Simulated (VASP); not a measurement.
# YHf3 (Pm-3m) in VASP: further runs

The runs below take YHf3 through single point, relaxation of cell and atoms, with PBE.

Everything below comes from runs of VASP 6.6.1. Logs are shortened: lines on timing, memory, paths and dates and some standing lists are left out, and cuts for length are marked.

## (1) The cell of the first run

The structure is cubic, space group Pm-3m (No. 221). The conventional cell has a = 4.592 Å, b = 4.592 Å, c = 4.592 Å, α = 90.00°, β = 90.00°, γ = 90.00°. Within 4.3 Å of Y (site symmetry m-3m) lie 12 Hf at 3.25 Å. Hf (site symmetry 4/mmm) has 4 Y at 3.25 Å and 8 Hf at 3.25 Å within 4.3 Å.

## (2) Single point, PBE

File INCAR:

```
  PREC = Accurate
  ENCUT = 520
  EDIFF = 1E-6
  ISMEAR = 0
  SIGMA = 0.1
  LREAL = F
  LASPH = T
  NELM = 60
  ALGO = Fast
  ISIF = 2
  LWAVE = F
  LCHARG = T
  GGA = PE
  LELF = T
  LVHAR = T
  NBANDS = 28
```

File KPOINTS:

```
regular mesh
0
Gamma
  4 4 4
```

File POSCAR:

```
YHf3
1.0
    4.5918637296      0.0000000000      0.0000000000
    0.0000000000      4.5918637296      0.0000000000
    0.0000000000      0.0000000000      4.5918637296
Y Hf
1 3
Direct
    0.0000000000      0.0000000000      0.0000000000
    0.0000000000      0.5000000000      0.5000000000
    0.5000000000      0.0000000000      0.5000000000
    0.5000000000      0.5000000000      0.0000000000
```

Potentials or basis: VASP PAW PBE potentials, release 64 (Y_sv, Hf_pv).

Launch:

```bash
cat potpaw_PBE.64/Y_sv/POTCAR potpaw_PBE.64/Hf_pv/POTCAR > POTCAR
mpirun -np 1 vasp_std > vasp.out
```

OUTCAR:

```text
PREC = Accurate
   ENCUT = 520
   EDIFF = 1E-6
   ISMEAR = 0
   LREAL = F
   LASPH = T
   NELM = 60
   ISIF = 2
   GGA = PE

 ion  position               nearest neighbor table
   1  0.000  0.000  0.000-   2 3.25   3 3.25   4 3.25   2 3.25   3 3.25   2 3.25   4 3.25   2 3.25
                             3 3.25   4 3.25   3 3.25   4 3.25
   2  0.000  0.500  0.500-   1 3.25   3 3.25   4 3.25   1 3.25   4 3.25   1 3.25   3 3.25   1 3.25
                             3 3.25   4 3.25   4 3.25   3 3.25
   3  0.500  0.000  0.500-   1 3.25   2 3.25   4 3.25   1 3.25   4 3.25   2 3.25   4 3.25   4 3.25
                             1 3.25   2 3.25   1 3.25   2 3.25
   4  0.500  0.500  0.000-   1 3.25   2 3.25   3 3.25   2 3.25   3 3.25   1 3.25   3 3.25   3 3.25
                             1 3.25   2 3.25   2 3.25   1 3.25

  LATTYP: Found a simple cubic cell.
 ALAT       =     4.5918637296

  Lattice vectors:

 A1 = (   4.5918637296,   0.0000000000,   0.0000000000)
 A2 = (   0.0000000000,   4.5918637296,   0.0000000000)
 A3 = (   0.0000000000,   0.0000000000,   4.5918637296)

Analysis of symmetry for initial positions (statically):
=====================================================================
 Subroutine PRICEL returns:
 Original cell was already a primitive cell.

 Routine SETGRP: Setting up the symmetry group for a
 simple cubic supercell.

 Subroutine GETGRP returns: Found 48 space group operations
 (whereof 48 operations were pure point group operations)
 out of a pool of 48 trial point group operations.

The static configuration has the point symmetry O_h .

Analysis of symmetry for dynamics (positions and initial velocities):
=====================================================================
 Subroutine PRICEL returns:
 Original cell was already a primitive cell.

 Routine SETGRP: Setting up the symmetry group for a
 simple cubic supercell.

 Subroutine GETGRP returns: Found 48 space group operations
 (whereof 48 operations were pure point group operations)
 out of a pool of 48 trial point group operations.

The dynamic configuration has the point symmetry O_h .

 Subroutine INISYM returns: Found 48 space group operations
 (whereof 48 operations are pure point group operations),
 and found     1 'primitive' translations

----------------------------------------------------------------------------------------

                                     Primitive cell

  volume of cell :      96.8204

  direct lattice vectors                    reciprocal lattice vectors
     4.591863730  0.000000000  0.000000000     0.217776497  0.000000000  0.000000000
     0.000000000  4.591863730  0.000000000     0.000000000  0.217776497  0.000000000
     0.000000000  0.000000000  4.591863730     0.000000000  0.000000000  0.217776497

  length of vectors
     4.591863730  4.591863730  4.591863730     0.217776497  0.217776497  0.217776497

  position of ions in fractional coordinates (direct lattice)
     0.000000000  0.000000000  0.000000000
     0.000000000  0.500000000  0.500000000
     0.500000000  0.000000000  0.500000000
     0.500000000  0.500000000  0.000000000

  ion indices of the primitive-cell ions
   primitive index   ion index
                 1           1
                 2           2
                 3           3
                 4           4

----------------------------------------------------------------------------------------

 KPOINTS: regular mesh

Automatic generation of k-mesh.
 Grid dimensions read from file:
 generate k-points for:    4    4    4

 Generating k-lattice:

  Cartesian coordinates                     Fractional coordinates (reciprocal lattice)
     0.054444124  0.000000000  0.000000000     0.250000000  0.000000000  0.000000000
     0.000000000  0.054444124  0.000000000     0.000000000  0.250000000  0.000000000
     0.000000000  0.000000000  0.054444124     0.000000000  0.000000000  0.250000000

  Length of vectors
     0.054444124  0.054444124  0.054444124

  Shift w.r.t. Gamma in fractional coordinates (k-lattice)
     0.000000000  0.000000000  0.000000000

 Subroutine IBZKPT returns following result:
 ===========================================

 Found     10 irreducible k-points:

 Following reciprocal coordinates:
            Coordinates               Weight
  0.000000  0.000000  0.000000      1.000000
  0.250000  0.000000  0.000000      6.000000
  0.500000  0.000000  0.000000      3.000000
  0.250000  0.250000  0.000000     12.000000
  0.500000  0.250000  0.000000     12.000000
  0.500000  0.500000  0.000000      3.000000
  0.250000  0.250000  0.250000      8.000000
  0.500000  0.250000  0.250000     12.000000
  0.500000  0.500000  0.250000      6.000000
  0.500000  0.500000  0.500000      1.000000
   k-points           NKPTS =     10   k-points in BZ     NKDIM =     10   number of bands    NBANDS=     28
   number of dos      NEDOS =    301   number of ions     NIONS =      4
   total plane-waves  NPLWV =  46656
   dimension x,y,z NGX =    36 NGY =   36 NGZ =   36
   dimension x,y,z NGXF=    72 NGYF=   72 NGZF=   72
   ions per type =               1   3
   NGX,Y,Z   is equivalent  to a cutoff of  13.03, 13.03, 13.03 a.u.
   NGXF,Y,Z  is equivalent  to a cutoff of  26.07, 26.07, 26.07 a.u.
 SYSTEM =  unknown system
   PREC   = accura    normal or accurate (medium, high low for compatibility)
   ISTART =      0    job   : 0-new  1-cont  2-samecut
   ICHARG =      2    charge: 1-file 2-atom 10-const
   ISPIN  =      1    spin polarized calculation?
   LNONCOLLINEAR =      F non collinear calculations
   LSORBIT =      F    spin-orbit coupling
   LASPH  =      T    aspherical Exc in radial PAW
   ENCUT  =  520.0 eV  38.22 Ry    6.18 a.u.   8.54  8.54  8.54*2*pi/ulx,y,z
   NELM   =     60;   NELMIN=  2; NELMDL= -5     # of ELM steps
   EDIFF  = 0.1E-05   stopping-criterion for ELM
   LREAL  =      F    real-space projection
   EDIFFG = 0.1E-04   stopping-criterion for IOM
   NSW    =      0    number of steps for IOM
   IBRION =     -1    ionic relax: 0-MD 1-quasi-New 2-CG
   NFREE  =      0    steps in history (QN), initial steepest desc. (CG)
   ISIF   =      2    stress and relaxation
   ISYM   =      2    0-nonsym 1-usesym 2-fastsym
   POTIM  = 0.5000    time-step for ionic-motion
   TEBEG  =    0.0;   TEEND  =   0.0 temperature during run
   PSTRESS=    0.0 pullay stress
   NELECT =      41.0000    total number of electrons
   NUPDOWN=      -1.0000    fix difference up-down
   EMIN   =  10.00;   EMAX   =-10.00  energy-range for DOS
   EFERMI =   0.00;   METHOD = LEGACY
   ISMEAR =     0;   SIGMA  =   0.10  broadening in eV -4-tet -1-fermi 0-gaus
   EFERMI_NEDOS =   21; number of points for ismear=-14 and -15
   IALGO  =     68    algorithm
   IMIX   =      4    mixing-type and parameters
     AMIX     =   0.40;   BMIX     =  1.00
     AMIX_MAG =   1.60;   BMIX_MAG =  1.00
  volume/ion in A,a.u.               =      24.21       163.34
  Fermi-wavevector in a.u.,A,eV,Ry     =   1.229364  2.323161 20.562969  1.511336
  Thomas-Fermi vector in A             =   2.364254
   LORBIT       =      0    0 simple, 1 ext, 2 COOP (PROOUT), +10 PAW based schemes
   GGA     = PE    functional components
   LHFCALC =     F    Hartree Fock is set to
   AEXX    =    0.0000 exact exchange contribution
   IVDW    =     0    specifies the selected vdW correction
   LEPSILON=     F    determine dielectric tensor
   LRPA    =     F    only Hartree local field effects (RPA)
 non-spin polarized calculation
 RMM-DIIS sequential band-by-band and
 Gauss-broadening in eV      SIGMA  =   0.10
  energy-cutoff  :      520.00
  volume of cell :       96.82
 maximum number of plane-waves:      2624
 NGX is ok and might be reduce to    36
   NGX = 17   NGY = 17   NGZ = 17

 number of electron      41.0000006 magnetization

 Free energy of the ion-electron system (eV)
  ---------------------------------------------------
  ext. energy  EPLUGINS =         0.00000000
  ---------------------------------------------------
  free energy    TOTEN  =       -35.48099507 eV

  energy without entropy =      -35.44266573  energy(sigma->0) =      -35.46183040

 E-fermi :   4.2954     XC(G=0): -10.8626

 val. band max:        4.2527710382   @ k =   0.5000   0.2500   0.0000
 cond. band min:       4.3076786776   @ k =   0.5000   0.2500   0.2500
 fundamental gap:      0.0549076393
 Fermi energy:         4.2953819359

 k-point     1 :       0.0000    0.0000    0.0000
  band No.  band energies     occupation
      1     -37.3521      2.00000
      2     -26.4467      2.00000
      3     -26.4467      2.00000
      4     -26.4467      2.00000
      5     -26.2257      2.00000
      6     -26.2257      2.00000
[... 20 lines left out ...]
     27       8.4183      0.00000
     28       8.4183      0.00000

 k-point     2 :       0.2500    0.0000    0.0000
  band No.  band energies     occupation
      1     -37.3522      2.00000
      2     -26.4125      2.00000
      3     -26.4125      2.00000
      4     -26.3927      2.00000
      5     -26.2382      2.00000
      6     -26.2382      2.00000
[... 20 lines left out ...]
     27       7.5141      0.00000
     28       8.1954      0.00000

 k-point     3 :       0.5000    0.0000    0.0000
  band No.  band energies     occupation
      1     -37.3523      2.00000
      2     -26.3632      2.00000
      3     -26.3632      2.00000
      4     -26.3022      2.00000
      5     -26.2650      2.00000
      6     -26.2650      2.00000
[... 20 lines left out ...]
     27       7.2032      0.00000
     28       7.2092      0.00000

 k-point     4 :       0.2500    0.2500    0.0000
  band No.  band energies     occupation
      1     -37.3521      2.00000
      2     -26.4257      2.00000
      3     -26.3775      2.00000
      4     -26.3329      2.00000
      5     -26.2957      2.00000
      6     -26.2441      2.00000
[... 20 lines left out ...]
     27       7.4379      0.00000
     28       7.9638      0.00000

 k-point     5 :       0.5000    0.2500    0.0000
  band No.  band energies     occupation
      1     -37.3519      2.00000
      2     -26.3949      2.00000
      3     -26.3569      2.00000
      4     -26.3246      2.00000
      5     -26.2715      2.00000
      6     -26.2637      2.00000
[... 20 lines left out ...]
     27       7.2042      0.00000
     28       7.2681      0.00000

 k-point     6 :       0.5000    0.5000    0.0000
  band No.  band energies     occupation
      1     -37.3515      2.00000
      2     -26.4450      2.00000
      3     -26.3396      2.00000
      4     -26.2735      2.00000
      5     -26.2735      2.00000
      6     -26.2623      2.00000
[... 20 lines left out ...]
     27       6.7377      0.00000
     28       6.7377      0.00000

 k-point     7 :       0.2500    0.2500    0.2500
  band No.  band energies     occupation
      1     -37.3517      2.00000
      2     -26.4559      2.00000
      3     -26.3670      2.00000
      4     -26.3670      2.00000
      5     -26.2503      2.00000
      6     -26.2216      2.00000
[... 20 lines left out ...]
     27       7.0153      0.00000
     28       7.4264      0.00000

 k-point     8 :       0.5000    0.2500    0.2500
  band No.  band energies     occupation
      1     -37.3513      2.00000
      2     -26.4326      2.00000
      3     -26.4030      2.00000
      4     -26.3914      2.00000
      5     -26.3199      2.00000
      6     -26.2116      2.00000
[... 20 lines left out ...]
     27       6.3780      0.00000
     28       6.5475      0.00000

 k-point     9 :       0.5000    0.5000    0.2500
  band No.  band energies     occupation
      1     -37.3507      2.00000
      2     -26.4505      2.00000
      3     -26.4463      2.00000
      4     -26.4006      2.00000
      5     -26.4006      2.00000
      6     -26.1372      2.00000
[... 20 lines left out ...]
     27       6.0820      0.00000
     28       6.0838      0.00000

 k-point    10 :       0.5000    0.5000    0.5000
  band No.  band energies     occupation
      1     -37.3499      2.00000
      2     -26.5127      2.00000
      3     -26.4561      2.00000
      4     -26.4561      2.00000
      5     -26.4561      2.00000
      6     -26.0838      2.00000
[... 20 lines left out ...]
     27       5.7291      0.00000
     28       5.9474      0.00000

------------------------ aborting loop because EDIFF is reached ----------------------------------------

  FORCE on cell =-STRESS in cart. coord.  units (eV):
  Direction    XX          YY          ZZ          XY          YZ          ZX
  --------------------------------------------------------------------------------------
  -------------------------------------------------------------------------------------
  Total       -0.1497830     -0.1497830     -0.1497830     -0.0000000     -0.0000000     -0.0000000
  in kB       -2.4785977     -2.4785977     -2.4785977     -0.0000000     -0.0000000     -0.0000000
  external PRESSURE =      -2.4785977 kB  Pullay stress =       0.0000000 kB

 VOLUME and BASIS-vectors are now :
 -----------------------------------------------------------------------------
  energy-cutoff  :      520.00
  volume of cell :       96.82
      direct lattice vectors                 reciprocal lattice vectors
     4.591863730  0.000000000  0.000000000     0.217776497  0.000000000  0.000000000
     0.000000000  4.591863730  0.000000000     0.000000000  0.217776497  0.000000000
     0.000000000  0.000000000  4.591863730     0.000000000  0.000000000  0.217776497

 POSITION                                       TOTAL-FORCE (eV/Angst)
 -----------------------------------------------------------------------------------
      0.00000      0.00000      0.00000         0.000000      0.000000      0.000000
      0.00000      2.29593      2.29593         0.000000      0.000000      0.000000
      2.29593      0.00000      2.29593         0.000000      0.000000      0.000000
      2.29593      2.29593      0.00000         0.000000      0.000000      0.000000
 -----------------------------------------------------------------------------------
    total drift:                                0.000000      0.000000      0.000000

  FREE ENERGIE OF THE ION-ELECTRON SYSTEM (eV)
  ---------------------------------------------------
  free  energy   TOTEN  =       -35.4809950713 eV

  energy  without entropy=      -35.4426657260  energy(sigma->0) =      -35.46183040
```

Wall time 59 s (1 thread of AMD EPYC 7R13 (Zen 3), shared host); peak memory 0.19 GiB.

Results:

```yaml
Free_energy: -35.4810 eV
Pressure: -0.2 GPa
```

Caveat: spin-orbit coupling is left out, which moves the levels of the heavy elements.

(Part 1 of 2 ends here.)
